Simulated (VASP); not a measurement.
## Zr: single point with PBEsol

The system is Zr.

```
CELL_PARAMETERS angstrom
0.00000 2.25500 2.43540
2.25500 0.00000 2.43540
2.25500 2.25500 0.00000
ATOMIC_POSITIONS crystal
Zr 0.00000 0.00000 0.00000
```

This cell differs from its parent crystal: strain +0.000 along x and y, +0.080 along z.

- Program: VASP 6.6.1
- Task: single point
- Functional: PBEsol
- Potentials or basis: VASP PAW PBE potentials, release 64 (Zr_sv)
- Cutoff: 520 eV
- k mesh: 18 × 18 × 18
- Occupations: gaussian, width 0.15 eV
- Spin: no spin polarisation

```
Pressure               : -8.7 GPa
Band gap on the k mesh : zero (band 6 reaches 8.77 eV, above the bottom of band 7 at 7.55 eV)
```

Stress tensor (GPa, compression positive):
```
 -7.86   0.00   0.00
  0.00  -7.86   0.00
  0.00   0.00 -10.25
```

Levels at points of the mesh, in eV from the Fermi level:
| k point | band 3 | band 4 | band 5 | band 6 | band 7 | band 8 | band 9 | band 10 |
| --- | --- | --- | --- | --- | --- | --- | --- | --- |
| (0.00, 0.00, 0.00) | -26.31 | -26.31 | -5.42 | 0.49 | 1.27 | 1.27 | 2.62 | 3.70 |
| (0.50, 0.00, 0.00) | -26.47 | -26.37 | -2.77 | 0.44 | 0.95 | 1.23 | 4.65 | 5.03 |
| (0.50, 0.50, 0.00) | -26.53 | -26.53 | -2.76 | -1.86 | 1.99 | 4.92 | 5.28 | 5.28 |
| (0.50, 0.00, 0.50) | -26.70 | -26.57 | -2.71 | -1.96 | 3.09 | 4.73 | 4.90 | 5.71 |

It took 2.4 min on 1 thread of Intel(R) Xeon(R) 6975P-C (Granite Rapids), with other jobs on the host, peak memory 0.25 GiB.

Caveat: the cell differs from its parent crystal (strain +0.000 along x and y, +0.080 along z); the PAW data sets were made with another functional, which shifts forces and pressure a little.
